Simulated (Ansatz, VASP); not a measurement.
**C in VASP and in Ansatz**

```
C
1.0
     1.19733    0.69128    3.51436
    -1.19733    0.69128    3.51436
     0.00000   -1.38255    3.51436
C
2
Direct
  0.16400 0.16400 0.16400
  0.83600 0.83600 0.83600
```

Change from the starting cell: strain -0.025 along x and y, +0.050 along z, atoms carried along.

Alike in both runs: task single point; functional r2SCAN; k mesh 12 × 12 × 12; occupations gaussian, width 0.05 eV; no spin polarisation.

|  | VASP | Ansatz |
| --- | --- | --- |
| version | VASP 6.6.1 | Ansatz 0.2.0 |
| potentials or method | VASP PAW PBE potentials, release 64 (C), cutoff 520 eV | scalar-relativistic, plane waves, PAW |
| valence electrons in the cell | 8 | 8 |

|  | VASP | Ansatz | Ansatz less VASP |
| --- | --- | --- | --- |
| gap on the k mesh at the Fermi level (eV) | 0.58 | 0.58 | +0.001 |
| least direct gap on the mesh (eV) | 0.58 | 0.58 | +0.001 |
| pressure (GPa) | 23.4 | 22.7 | -0.71 |
| traceless stress, the component that is largest in VASP (GPa) | -24.36 | -23.56 | +0.806 |
| rms of the force components (eV/Å) | 0.543 | 0.548 | +0.0053 |

VASP's potentials were made for PBE, not for r2SCAN. Atom by atom the forces differ by 0.005 eV/Å (rms over components). With one functional, cell and mesh, what is left measures potentials, basis and numerics.
